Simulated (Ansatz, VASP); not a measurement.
# AlN in VASP and in Ansatz

```
Al N
1.0
     0.00000    1.87412    1.87412
     1.87412    0.00000    1.87412
     1.87412    1.87412    0.00000
Al N
1 1
Direct
  0.00000 0.00000 0.00000
  0.50000 0.50000 0.50000
```

Change from the starting cell: volume scaled by 0.8, PAW files.

Alike in both runs: task single point; functional r2SCAN; k mesh 15 × 15 × 15; occupations fermi-dirac, width 0.05 eV; no spin polarisation.

```csv
,VASP,Ansatz
version,VASP 6.6.1,Ansatz 0.2.0
potentials or method,"VASP PAW PBE potentials, release 64 (Al, N)","PAW with Ansatz's default frozen-core files, scalar-relativistic"
plane-wave cutoff (eV),520,500
valence electrons in the cell,8,8
```

```csv
,VASP,Ansatz,Ansatz less VASP
gap on the k mesh at the Fermi level (eV),5.53,5.58,+0.046
pressure (GPa),94.4,94.8,+0.35
```

VASP's potentials were made for PBE, not for r2SCAN. Both programs put the cell under a high pressure, so it lies far from rest at this level.

Noted on VASP's run: the cell as given lies far from equilibrium.
